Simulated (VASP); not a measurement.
# ZnSe (rocksalt type) (Fm-3m) in VASP: a series of runs

ZnSe (rocksalt type) is run at these levels: LDA; tasks: single point, relaxation of cell and atoms.

Program: VASP 6.6.1. These are calculated values, not measurements. Logs are shortened: lines on timing, memory, paths and dates and some standing lists are left out, and cuts for length are marked.

## Step 1: The cell of the first run

It takes space group Fm-3m (No. 225, cubic). The conventional cell has a = 5.213 Å, b = 5.213 Å, c = 5.213 Å, α = 90.00°, β = 90.00°, γ = 90.00°. Within 3.4 Å of Zn (site symmetry m-3m) lie 6 Se at 2.61 Å. Se (site symmetry m-3m) has 6 Zn at 2.61 Å within 3.4 Å.

## Step 2: Single point, LDA

The input, INCAR:

```
SYSTEM = ZnSe
PREC = Accurate ; ENCUT = 520
EDIFF = 1E-6 ; ISMEAR = -1
SIGMA = 0.1 ; LREAL = .False.
LASPH = .True. ; NELM = 60
ALGO = Normal ; ISIF = 2
LWAVE = .False. ; LCHARG = .False.
GGA = CA ; NBANDS = 16
```

The input, KPOINTS:

```
Automatic mesh
0
Gamma
  13 13 13
  0 0 0
```

The input, POSCAR:

```
ZnSe
1.0
    0.0000000000      2.6067080580      2.6067080580
    2.6067080580      0.0000000000      2.6067080580
    2.6067080580      2.6067080580      0.0000000000
Zn Se
1 1
Direct
    0.0000000000      0.0000000000      0.0000000000
    0.5000000000      0.5000000000      0.5000000000
```

Potentials or basis: VASP PAW LDA potentials, release 64 (Zn, Se).

Started as:

```
$ cat potpaw_LDA.64/Zn/POTCAR potpaw_LDA.64/Se/POTCAR > POTCAR
$ mpirun -np 1 vasp_std > vasp.out
```

OUTCAR:

```text
SYSTEM = ZnSe
   PREC = Accurate
   ENCUT = 520
   EDIFF = 1E-6
   ISMEAR = -1
   LREAL = .False.
   LASPH = .True.
   NELM = 60
   ISIF = 2
   GGA = CA

 ion  position               nearest neighbor table
   1  0.000  0.000  0.000-   2 2.61   2 2.61   2 2.61   2 2.61   2 2.61   2 2.61
   2  0.500  0.500  0.500-   1 2.61   1 2.61   1 2.61   1 2.61   1 2.61   1 2.61

  LATTYP: Found a face centered cubic cell.
 ALAT       =     5.2134161160

  Lattice vectors:

 A1 = (   0.0000000000,   2.6067080580,   2.6067080580)
 A2 = (   2.6067080580,   0.0000000000,   2.6067080580)
 A3 = (   2.6067080580,   2.6067080580,   0.0000000000)

Analysis of symmetry for initial positions (statically):
=====================================================================
 Subroutine PRICEL returns:
 Original cell was already a primitive cell.

 Routine SETGRP: Setting up the symmetry group for a
 face centered cubic supercell.

 Subroutine GETGRP returns: Found 48 space group operations
 (whereof 48 operations were pure point group operations)
 out of a pool of 48 trial point group operations.

The static configuration has the point symmetry O_h .

Analysis of symmetry for dynamics (positions and initial velocities):
=====================================================================
 Subroutine PRICEL returns:
 Original cell was already a primitive cell.

 Routine SETGRP: Setting up the symmetry group for a
 face centered cubic supercell.

 Subroutine GETGRP returns: Found 48 space group operations
 (whereof 48 operations were pure point group operations)
 out of a pool of 48 trial point group operations.

The dynamic configuration has the point symmetry O_h .

 Subroutine INISYM returns: Found 48 space group operations
 (whereof 48 operations are pure point group operations),
 and found     1 'primitive' translations

----------------------------------------------------------------------------------------

                                     Primitive cell

  volume of cell :      35.4248

  direct lattice vectors                    reciprocal lattice vectors
     0.000000000  2.606708058  2.606708058    -0.191812811  0.191812811  0.191812811
     2.606708058  0.000000000  2.606708058     0.191812811 -0.191812811  0.191812811
     2.606708058  2.606708058  0.000000000     0.191812811  0.191812811 -0.191812811

  length of vectors
     3.686441889  3.686441889  3.686441889     0.332229534  0.332229534  0.332229534

  position of ions in fractional coordinates (direct lattice)
     0.000000000  0.000000000  0.000000000
     0.500000000  0.500000000  0.500000000

  ion indices of the primitive-cell ions
   primitive index   ion index
                 1           1
                 2           2

----------------------------------------------------------------------------------------

 KPOINTS: Automatic mesh

Automatic generation of k-mesh.
 Grid dimensions read from file:
 generate k-points for:   13   13   13

 Generating k-lattice:

  Cartesian coordinates                     Fractional coordinates (reciprocal lattice)
    -0.014754832  0.014754832  0.014754832     0.076923077  0.000000000  0.000000000
     0.014754832 -0.014754832  0.014754832     0.000000000  0.076923077  0.000000000
     0.014754832  0.014754832 -0.014754832     0.000000000  0.000000000  0.076923077

  Length of vectors
     0.025556118  0.025556118  0.025556118

  Shift w.r.t. Gamma in fractional coordinates (k-lattice)
     0.000000000  0.000000000  0.000000000

 Subroutine IBZKPT returns following result:
 ===========================================

 Found     84 irreducible k-points:

 Following reciprocal coordinates:
            Coordinates               Weight
  0.000000  0.000000  0.000000      1.000000
  0.076923  0.000000  0.000000      8.000000
  0.153846  0.000000  0.000000      8.000000
  0.230769  0.000000  0.000000      8.000000
  0.307692  0.000000  0.000000      8.000000
  0.384615  0.000000  0.000000      8.000000
[... 16 lines left out ...]
  0.384615  0.153846  0.000000     24.000000
  0.461538  0.153846  0.000000     24.000000
 [... further k-points ...]
   k-points           NKPTS =     84   k-points in BZ     NKDIM =     84   number of bands    NBANDS=     16
   number of dos      NEDOS =    301   number of ions     NIONS =      2
   total plane-waves  NPLWV =  21952
   dimension x,y,z NGX =    28 NGY =   28 NGZ =   28
   dimension x,y,z NGXF=    56 NGYF=   56 NGZF=   56
   ions per type =               1   1
   NGX,Y,Z   is equivalent  to a cutoff of  12.63, 12.63, 12.63 a.u.
   NGXF,Y,Z  is equivalent  to a cutoff of  25.25, 25.25, 25.25 a.u.
 SYSTEM =  ZnSe
   PREC   = accura    normal or accurate (medium, high low for compatibility)
   ISTART =      0    job   : 0-new  1-cont  2-samecut
   ICHARG =      2    charge: 1-file 2-atom 10-const
   ISPIN  =      1    spin polarized calculation?
   LNONCOLLINEAR =      F non collinear calculations
   LSORBIT =      F    spin-orbit coupling
   LASPH  =      T    aspherical Exc in radial PAW
   ENCUT  =  520.0 eV  38.22 Ry    6.18 a.u.   6.85  6.85  6.85*2*pi/ulx,y,z
   NELM   =     60;   NELMIN=  2; NELMDL= -5     # of ELM steps
   EDIFF  = 0.1E-05   stopping-criterion for ELM
   LREAL  =      F    real-space projection
   EDIFFG = 0.1E-04   stopping-criterion for IOM
   NSW    =      0    number of steps for IOM
   IBRION =     -1    ionic relax: 0-MD 1-quasi-New 2-CG
   NFREE  =      0    steps in history (QN), initial steepest desc. (CG)
   ISIF   =      2    stress and relaxation
   ISYM   =      2    0-nonsym 1-usesym 2-fastsym
   POTIM  = 0.5000    time-step for ionic-motion
   TEBEG  =    0.0;   TEEND  =   0.0 temperature during run
   PSTRESS=    0.0 pullay stress
   NELECT =      18.0000    total number of electrons
   NUPDOWN=      -1.0000    fix difference up-down
   EMIN   =  10.00;   EMAX   =-10.00  energy-range for DOS
   EFERMI =   0.00;   METHOD = LEGACY
   ISMEAR =    -1;   SIGMA  =   0.10  broadening in eV -4-tet -1-fermi 0-gaus
   EFERMI_NEDOS =   21; number of points for ismear=-14 and -15
   IALGO  =     38    algorithm
   IMIX   =      4    mixing-type and parameters
     AMIX     =   0.40;   BMIX     =  1.00
     AMIX_MAG =   1.60;   BMIX_MAG =  1.00
  volume/ion in A,a.u.               =      17.71       119.53
  Fermi-wavevector in a.u.,A,eV,Ry     =   1.306361  2.468665 23.219425  1.706580
  Thomas-Fermi vector in A             =   2.437168
   LORBIT       =      0    0 simple, 1 ext, 2 COOP (PROOUT), +10 PAW based schemes
   GGA     = CA    functional components
   LHFCALC =     F    Hartree Fock is set to
   AEXX    =    0.0000 exact exchange contribution
   IVDW    =     0    specifies the selected vdW correction
   LEPSILON=     F    determine dielectric tensor
   LRPA    =     F    only Hartree local field effects (RPA)
 non-spin polarized calculation
  energy-cutoff  :      520.00
  volume of cell :       35.42
 maximum number of plane-waves:       969
   NGX = 13   NGY = 13   NGZ = 13

 number of electron      17.9999987 magnetization

 Free energy of the ion-electron system (eV)
  ---------------------------------------------------
  ext. energy  EPLUGINS =         0.00000000
  ---------------------------------------------------
  free energy    TOTEN  =        -6.86658188 eV

  energy without entropy =       -6.84917542  energy(sigma->0) =       -6.85787865

 E-fermi :   3.9252     XC(G=0): -11.1172

 val. band max:        3.9017540684   @ k =  -0.3077   0.0769   0.0000
 cond. band min:       3.9444411308   @ k =  -0.1538   0.1538   0.0000
 fundamental gap:      0.0426870624
 Fermi energy:         3.9252288735

 k-point     1 :       0.0000    0.0000    0.0000
  band No.  band energies     occupation
      1     -10.5559      2.00000
      2      -2.9944      2.00000
      3      -2.9944      2.00000
      4      -2.9749      2.00000
      5      -2.9749      2.00000
      6      -2.9749      2.00000
[... 8 lines left out ...]
     15      13.9950      0.00000
     16      13.9950      0.00000

 k-point     2 :       0.0769    0.0000    0.0000
  band No.  band energies     occupation
      1     -10.4875      2.00000
      2      -3.0104      2.00000
      3      -3.0104      2.00000
      4      -2.9824      2.00000
      5      -2.9685      2.00000
      6      -2.9685      2.00000
[... 8 lines left out ...]
     15      13.4261      0.00000
     16      13.9462      0.00000

 k-point     3 :       0.1538    0.0000    0.0000
  band No.  band energies     occupation
      1     -10.2876      2.00000
      2      -3.0579      2.00000
      3      -3.0579      2.00000
      4      -3.0089      2.00000
      5      -2.9472      2.00000
      6      -2.9472      2.00000
[... 8 lines left out ...]
     15      13.5225      0.00000
     16      13.6908      0.00000

 k-point     4 :       0.2308    0.0000    0.0000
  band No.  band energies     occupation
      1      -9.9747      2.00000
      2      -3.1246      2.00000
      3      -3.1246      2.00000
      4      -3.0712      2.00000
      5      -2.9160      2.00000
      6      -2.9160      2.00000
[... 8 lines left out ...]
     15      14.2803      0.00000
     16      14.2803      0.00000
[... 324 lines left out ...]
 k-point    22 :       0.3077    0.1538    0.0000
  band No.  band energies     occupation
      1      -9.6636      2.00000
      2      -3.2839      2.00000
      3      -3.0621      2.00000
      4      -3.0577      2.00000
      5      -2.9116      2.00000
      6      -2.8782      2.00000
[... 8 lines left out ...]
     15      16.3816      0.00000
     16      16.6208      0.00000

 k-point    23 :       0.3846    0.1538    0.0000
  band No.  band energies     occupation
      1      -9.3037      2.00000
      2      -3.3541      2.00000
      3      -3.1293      2.00000
      4      -3.1226      2.00000
      5      -2.8824      2.00000
      6      -2.8472      2.00000
[... 8 lines left out ...]
     15      17.2173      0.00000
     16      17.7647      0.00000

 k-point    24 :       0.4615    0.1538    0.0000
  band No.  band energies     occupation
      1      -8.9861      2.00000
      2      -3.4511      2.00000
      3      -3.1956      2.00000
      4      -3.1923      2.00000
      5      -2.8539      2.00000
      6      -2.8309      2.00000
[... 8 lines left out ...]
     15      18.2987      0.00000
     16      18.8200      0.00000

 [... further k-points ...]
[... 5 lines left out ...]
  --------------------------------------------------------------------------------------
  -------------------------------------------------------------------------------------
  Total        0.1057460      0.1057460      0.1057460      0.0000000      0.0000000     -0.0000000
  in kB        4.7826347      4.7826347      4.7826347      0.0000000      0.0000000     -0.0000000
  external PRESSURE =       4.7826347 kB  Pullay stress =       0.0000000 kB

 VOLUME and BASIS-vectors are now :
 -----------------------------------------------------------------------------
  energy-cutoff  :      520.00
  volume of cell :       35.42
      direct lattice vectors                 reciprocal lattice vectors
     0.000000000  2.606708058  2.606708058    -0.191812811  0.191812811  0.191812811
     2.606708058  0.000000000  2.606708058     0.191812811 -0.191812811  0.191812811
     2.606708058  2.606708058  0.000000000     0.191812811  0.191812811 -0.191812811

 POSITION                                       TOTAL-FORCE (eV/Angst)
 -----------------------------------------------------------------------------------
      0.00000      0.00000      0.00000         0.000000      0.000000      0.000000
      2.60671      2.60671      2.60671        -0.000000     -0.000000     -0.000000
 -----------------------------------------------------------------------------------
    total drift:                               -0.000000      0.000000      0.000000

  FREE ENERGIE OF THE ION-ELECTRON SYSTEM (eV)
  ---------------------------------------------------
  free  energy   TOTEN  =        -6.8665818762 eV

  energy  without entropy=       -6.8491754187  energy(sigma->0) =       -6.85787865
```

Wall time 52 s (1 thread of AMD EPYC 7R43 (Zen 3), shared host); peak memory 0.14 GiB.

Results:

```
Free energy            : -6.8666 eV
Pressure               : 0.5 GPa
Band gap on the k mesh : zero (band 9 reaches 3.97 eV, above the bottom of band 10 at 2.80 eV)
```

Levels at points of the mesh, in eV from the Fermi level:
```tsv
k point	band 7	band 8	band 9	band 10	band 11	band 12
(0.00, 0.00, 0.00)	-0.55	-0.55	-0.55	1.06	8.60	8.60
```

## Step 3: Relaxation of cell and atoms, LDA

This run uses another cell than the first one, of 15.51 Å³/atom, 0.876 times its volume.

The input, INCAR:

```
PREC     = Accurate       # precision mode
ENCUT    = 600            # plane-wave cutoff, eV
EDIFF    = 1E-6           # SCF threshold, eV
ISMEAR   = -1             # smearing method
SIGMA    = 0.1            # smearing width, eV
LREAL    = F              # projectors in reciprocal space
LASPH    = T              # aspherical terms in the spheres
NELM     = 100            # most SCF steps
ALGO     = Normal         # electronic algorithm
ISIF     = 3              # what is computed and relaxed
LWAVE    = F              # write WAVECAR
LCHARG   = F              # write CHGCAR
IBRION   = 2              # ionic algorithm
NSW      = 60             # ionic steps
EDIFFG   = -0.005         # ionic threshold
```

The input, KPOINTS:

```
Automatic mesh
0
Gamma
  13 13 13
```

The input, POSCAR:

```
ZnSe
1.0
    0.0000000000      2.4940015978      2.4940015978
    2.4940015978      0.0000000000      2.4940015978
    2.4940015978      2.4940015978      0.0000000000
Zn Se
1 1
Direct
    0.0000000000      0.0000000000      0.0000000000
    0.5000000000      0.5000000000      0.5000000000
```

Potentials or basis: VASP PAW LDA potentials, release 64 (Zn, Se).

Started as:

```
$ cat potpaw_LDA.64/Zn/POTCAR potpaw_LDA.64/Se/POTCAR > POTCAR
$ mpirun -np 1 vasp_std > vasp.out
```

Wall time 4.4 min (1 thread of AMD EPYC 7R43 (Zen 3), shared host); peak memory 0.15 GiB.

Results (log left out):

* Free energy: -6.8660 eV
* Relaxed volume: 17.82 Å³/atom
* Relaxed cell: a = 3.694 Å, b = 3.694 Å, c = 3.694 Å, α = 60.00°, β = 60.00°, γ = 60.00°
* Space group after relaxing (to 0.05 Å): Fm-3m (No. 225)
* Energy gained by relaxing: 106.5 meV/atom
* Ionic steps: 17
* Pressure after relaxing: 0.0 GPa
* Band gap on the k mesh: zero (band 9 reaches 3.90 eV, above the bottom of band 10 at 2.74 eV)

The path:
```csv
step,energy change (eV),largest force (eV/Å),pressure (GPa),volume (Å³)
1,0.0000,0.0000,16.93,31.03
2,-0.1381,0.0000,-6.50,38.98
3,-0.2129,0.0000,-0.11,35.62
4,-0.2129,0.0000,0.21,35.52
5,-0.2129,0.0000,0.22,35.52
6,-0.2129,0.0000,0.21,35.53
7,-0.2129,0.0000,0.21,35.53
8,-0.2129,0.0000,0.22,35.53
9,-0.2129,0.0000,0.22,35.53
10,-0.2129,0.0000,0.21,35.53
11,-0.2129,0.0000,0.20,35.53
12,-0.2129,0.0000,0.19,35.53
13,-0.2129,0.0000,0.19,35.53
14,-0.2129,0.0000,0.17,35.54
15,-0.2129,0.0000,0.12,35.55
16,-0.2129,0.0000,0.08,35.58
17,-0.2129,0.0000,-0.03,35.64
```

Final structure:
```yaml
crystal:
  lattice:
    - [0.00000, 2.61188, 2.61188]
    - [2.61188, 0.00000, 2.61188]
    - [2.61188, 2.61188, 0.00000]
  atoms:
    - { symbol: Zn, position: [0.00000, 0.00000, 0.00000] }
    - { symbol: Se, position: [0.50000, 0.50000, 0.50000] }
```

Levels at points of the mesh, in eV from the Fermi level:
| k point | band 7 | band 8 | band 9 | band 10 | band 11 | band 12 |
| --- | --- | --- | --- | --- | --- | --- |
| (0.00, 0.00, 0.00) | -0.55 | -0.55 | -0.55 | 1.02 | 8.60 | 8.60 |
